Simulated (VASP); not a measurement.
# Tl2Hg (Fd-3m) in VASP: relaxation of cell and atoms with PBE

Aim: the relaxation of cell and atoms of Tl2Hg with PBE.

All numbers are computed with VASP 6.6.1; they aren't measurements. Logs are shortened: lines on timing, memory, paths and dates and some standing lists are left out, and cuts for length are marked.

## (1) The cell of the first run

It takes space group Fd-3m (No. 227, cubic). The conventional cell has a = 8.758 Å, b = 8.758 Å, c = 8.758 Å, α = 90.00°, β = 90.00°, γ = 90.00°. Tl (site symmetry -3m) has 6 Tl at 3.10 Å and 6 Hg at 3.63 Å within 4.1 Å. Within 4.8 Å of Hg (site symmetry -43m) lie 12 Tl at 3.63 Å and 4 Hg at 3.79 Å.

## (2) Relaxation of cell and atoms, PBE

Contents of INCAR:

```
SYSTEM = Tl2Hg
PREC = Accurate
ENCUT = 550
EDIFF = 1E-7
ISMEAR = 0
SIGMA = 0.1
LREAL = .FALSE.
LASPH = .TRUE.
NELM = 120
ALGO = Normal
ISIF = 3
LWAVE = .FALSE.
LCHARG = .FALSE.
GGA = PE
IBRION = 2
NSW = 90
EDIFFG = -0.04
GGA_COMPAT = .FALSE.
NELMIN = 4
```

Contents of KPOINTS:

```
regular mesh
0
G
  4 4 4
  0 0 0
```

Contents of POSCAR:

```
Tl2Hg
1.0
    0.0000000000      4.3791087457      4.3791087457
    4.3791087457      0.0000000000      4.3791087457
    4.3791087457      4.3791087457      0.0000000000
Tl Hg
4 2
Direct
    0.6250000000      0.6250000000      0.6250000000
    0.1250000000      0.6250000000      0.6250000000
    0.6250000000      0.6250000000      0.1250000000
    0.6250000000      0.1250000000      0.6250000000
    0.0000000000      0.0000000000      0.0000000000
    0.2500000000      0.2500000000      0.2500000000
```

Potentials or basis: VASP PAW PBE potentials, release 64 (Tl_d, Hg_sv_GW).

On the command line:

```bash
cat potpaw_PBE.64/Tl_d/POTCAR potpaw_PBE.64/Hg_sv_GW/POTCAR > POTCAR
mpirun -np 1 vasp_std > vasp.out
```

OUTCAR:

```text
SYSTEM = Tl2Hg
   PREC = Accurate
   ENCUT = 550
   EDIFF = 1E-7
   ISMEAR = 0
   LREAL = .FALSE.
   LASPH = .TRUE.
   NELM = 120
   ISIF = 3
   GGA = PE
   IBRION = 2
   NSW = 90
   EDIFFG = -0.04
   NELMIN = 4

 ion  position               nearest neighbor table
   1  0.625  0.625  0.625-   2 3.10   3 3.10   4 3.10   3 3.10   4 3.10   2 3.10   6 3.63   5 3.63
                             6 3.63   5 3.63   6 3.63   5 3.63
   2  0.125  0.625  0.625-   1 3.10   3 3.10   4 3.10   1 3.10   3 3.10   4 3.10   6 3.63   5 3.63
                             5 3.63   6 3.63   5 3.63   6 3.63
   3  0.625  0.625  0.125-   1 3.10   1 3.10   2 3.10   4 3.10   4 3.10   2 3.10   6 3.63   5 3.63
                             6 3.63   5 3.63   6 3.63   5 3.63
   4  0.625  0.125  0.625-   1 3.10   3 3.10   1 3.10   2 3.10   3 3.10   2 3.10   6 3.63   5 3.63
                             6 3.63   5 3.63   6 3.63   5 3.63
   5  0.000  0.000  0.000-   1 3.63   1 3.63   2 3.63   3 3.63   4 3.63   3 3.63   1 3.63   2 3.63
                             4 3.63   4 3.63   3 3.63   2 3.63
   6  0.250  0.250  0.250-   2 3.63   3 3.63   4 3.63   1 3.63   1 3.63   4 3.63   1 3.63   2 3.63
                             3 3.63   2 3.63   3 3.63   4 3.63

  LATTYP: Found a face centered cubic cell.
 ALAT       =     8.7582174914

  Lattice vectors:

 A1 = (   0.0000000000,   4.3791087457,   4.3791087457)
 A2 = (   4.3791087457,   0.0000000000,   4.3791087457)
 A3 = (   4.3791087457,   4.3791087457,   0.0000000000)

Analysis of symmetry for initial positions (statically):
=====================================================================
 Subroutine PRICEL returns:
 Original cell was already a primitive cell.

 Routine SETGRP: Setting up the symmetry group for a
 face centered cubic supercell.

 Subroutine GETGRP returns: Found 48 space group operations
 (whereof 24 operations were pure point group operations)
 out of a pool of 48 trial point group operations.

The static configuration has the point symmetry T_d .
 The point group associated with its full space group is O_h .

Analysis of symmetry for dynamics (positions and initial velocities):
=====================================================================
 Subroutine PRICEL returns:
 Original cell was already a primitive cell.

 Routine SETGRP: Setting up the symmetry group for a
 face centered cubic supercell.

 Subroutine GETGRP returns: Found 48 space group operations
 (whereof 24 operations were pure point group operations)
 out of a pool of 48 trial point group operations.

The dynamic configuration has the point symmetry T_d .
 The point group associated with its full space group is O_h .

 Subroutine INISYM returns: Found 48 space group operations
 (whereof 24 operations are pure point group operations),
 and found     1 'primitive' translations

----------------------------------------------------------------------------------------

                                     Primitive cell

[... 73 lines left out ...]
   ISTART =      0    job   : 0-new  1-cont  2-samecut
   ICHARG =      2    charge: 1-file 2-atom 10-const
   ISPIN  =      1    spin polarized calculation?
   LNONCOLLINEAR =      F non collinear calculations
   LSORBIT =      F    spin-orbit coupling
   LASPH  =      T    aspherical Exc in radial PAW
   ENCUT  =  550.0 eV  40.42 Ry    6.36 a.u.  11.84 11.84 11.84*2*pi/ulx,y,z
   NELM   =    120;   NELMIN=  4; NELMDL= -5     # of ELM steps
   EDIFF  = 0.1E-06   stopping-criterion for ELM
   LREAL  =      F    real-space projection
   EDIFFG = -.4E-01   stopping-criterion for IOM
   NSW    =     90    number of steps for IOM
   IBRION =      2    ionic relax: 0-MD 1-quasi-New 2-CG
   NFREE  =      1    steps in history (QN), initial steepest desc. (CG)
   ISIF   =      3    stress and relaxation
   ISYM   =      2    0-nonsym 1-usesym 2-fastsym
   POTIM  = 0.5000    time-step for ionic-motion
   TEBEG  =    0.0;   TEEND  =   0.0 temperature during run
   PSTRESS=    0.0 pullay stress
   NELECT =      92.0000    total number of electrons
   NUPDOWN=      -1.0000    fix difference up-down
   EMIN   =  10.00;   EMAX   =-10.00  energy-range for DOS
   EFERMI =   0.00;   METHOD = LEGACY
   ISMEAR =     0;   SIGMA  =   0.10  broadening in eV -4-tet -1-fermi 0-gaus
   EFERMI_NEDOS =   21; number of points for ismear=-14 and -15
   IALGO  =     38    algorithm
   IMIX   =      4    mixing-type and parameters
     AMIX     =   0.40;   BMIX     =  1.00
     AMIX_MAG =   1.60;   BMIX_MAG =  1.00
  volume/ion in A,a.u.               =      27.99       188.90
  Fermi-wavevector in a.u.,A,eV,Ry     =   1.339497  2.531282 24.412280  1.794252
  Thomas-Fermi vector in A             =   2.467884
   LORBIT       =      0    0 simple, 1 ext, 2 COOP (PROOUT), +10 PAW based schemes
   GGA     = PE    functional components
   LHFCALC =     F    Hartree Fock is set to
   AEXX    =    0.0000 exact exchange contribution
   IVDW    =     0    specifies the selected vdW correction
   LEPSILON=     F    determine dielectric tensor
   LRPA    =     F    only Hartree local field effects (RPA)
 conjugate gradient relaxation of ions
 non-spin polarized calculation
 Gauss-broadening in eV      SIGMA  =   0.10
  energy-cutoff  :      550.00
  volume of cell :      167.95
 maximum number of plane-waves:      4957
   NGX = 23   NGY = 23   NGZ = 23

--------------------------------------- Ionic step        1  -------------------------------------------

 number of electron      92.0000000 magnetization

 Free energy of the ion-electron system (eV)
  ---------------------------------------------------
  ext. energy  EPLUGINS =         0.00000000
  ---------------------------------------------------
  free energy    TOTEN  =        -8.14823088 eV

  energy without entropy =       -8.11705645  energy(sigma->0) =       -8.13264367

 E-fermi :   5.9253     XC(G=0): -10.2725

 val. band max:        5.9240163379   @ k =   0.5000   0.2500   0.0000
 cond. band min:       6.0628686071   @ k =  -0.2500   0.2500   0.0000
 fundamental gap:      0.1388522693
 Fermi energy:         5.9252892190

 k-point     1 :       0.0000    0.0000    0.0000
  band No.  band energies     occupation
      1    -108.6774      2.00000
      2    -108.6773      2.00000
      3     -57.0133      2.00000
      4     -57.0133      2.00000
      5     -57.0133      2.00000
      6     -57.0123      2.00000
[... 532 lines left out ...]
--------------------------------------- Ionic step        3  -------------------------------------------

 number of electron      91.9999984 magnetization

 Free energy of the ion-electron system (eV)
  ---------------------------------------------------
  ext. energy  EPLUGINS =         0.00000000
  ---------------------------------------------------
  free energy    TOTEN  =        -8.53772472 eV

  energy without entropy =       -8.50663417  energy(sigma->0) =       -8.52217944

 E-fermi :   4.5590     XC(G=0):  -9.4875

 val. band max:        4.5525208606   @ k =   0.5000   0.2500   0.0000
 cond. band min:       4.7427155948   @ k =  -0.2500   0.2500   0.0000
 fundamental gap:      0.1901947342
 Fermi energy:         4.5589790756

 k-point     1 :       0.0000    0.0000    0.0000
  band No.  band energies     occupation
      1    -109.9344      2.00000
      2    -109.9344      2.00000
      3     -58.2761      2.00000
      4     -58.2761      2.00000
      5     -58.2761      2.00000
      6     -58.2755      2.00000
[... 486 lines left out ...]
  FREE ENERGIE OF THE ION-ELECTRON SYSTEM (eV)
  ---------------------------------------------------
  free  energy   TOTEN  =        -8.5377247156 eV

  energy  without entropy=       -8.5066341684  energy(sigma->0) =       -8.52217944

 reached required accuracy - stopping structural energy minimisation
```

CONTCAR:

```text
Tl2Hg
   1.00000000000000
    -0.0000000000000000    4.6101302830256961    4.6101302830256961
     4.6101302830256961    0.0000000000000000    4.6101302830256961
     4.6101302830256961    4.6101302830256961    0.0000000000000000
  Tl              Hg
     4     2
Direct
     0.6250000000000000    0.6250000000000000    0.6250000000000000
     0.1250000000000000    0.6250000000000000    0.6250000000000000
     0.6250000000000000    0.6250000000000000    0.1250000000000000
     0.6250000000000000    0.1250000000000000    0.6250000000000000
     0.0000000000000000    0.0000000000000000    0.0000000000000000
     0.2500000000000000    0.2500000000000000    0.2500000000000000

  0.00000000E+00  0.00000000E+00  0.00000000E+00
  0.00000000E+00  0.00000000E+00  0.00000000E+00
  0.00000000E+00  0.00000000E+00  0.00000000E+00
  0.00000000E+00  0.00000000E+00  0.00000000E+00
  0.00000000E+00  0.00000000E+00  0.00000000E+00
  0.00000000E+00  0.00000000E+00  0.00000000E+00
```

It took 4.9 min on 1 thread of Intel Xeon Platinum 8259CL at 2.50GHz (Skylake/Cascade Lake), shared host; peak memory 0.37 GiB.

What came out:

```
Free energy                           : -8.5377 eV
Relaxed volume                        : 32.66 Å³/atom
Relaxed cell                          : a = 6.520 Å, b = 6.520 Å, c = 6.520 Å, α = 60.00°, β = 60.00°, γ = 60.00°
Space group after relaxing (to 0.1 Å) : Fd-3m (No. 227)
Energy gained by relaxing             : 64.9 meV/atom
Ionic steps                           : 3
Pressure after relaxing               : -0.1 GPa
Band gap on the k mesh                : zero (bands 46 and 47 overlap by 1.95 eV)
```

Step by step:
```tsv
step	energy change (eV)	largest force (eV/Å)	pressure (GPa)	volume (Å³)
1	0.0000	0.0000	5.30	167.95
2	-0.3833	0.0000	0.51	191.50
3	-0.3895	0.0000	-0.05	195.96
```

Final structure:
```xyz
6
Lattice="0.0000 4.6101 4.6101 4.6101 0.0000 4.6101 4.6101 4.6101 0.0000" Properties=species:S:1:pos:R:3 pbc="T T T"
Tl    5.7627    5.7627    5.7627
Tl    5.7627    3.4576    3.4576
Tl    3.4576    3.4576    5.7627
Tl    3.4576    5.7627    3.4576
Hg    0.0000    0.0000    0.0000
Hg    2.3051    2.3051    2.3051
```

Caveat: the volume moved by over 15 % at a fixed basis, so the end points are rough; spin-orbit coupling is left out, which moves the levels of the heavy elements.

The gap in the log of VASP goes by the Fermi energy; the results here count the filled bands.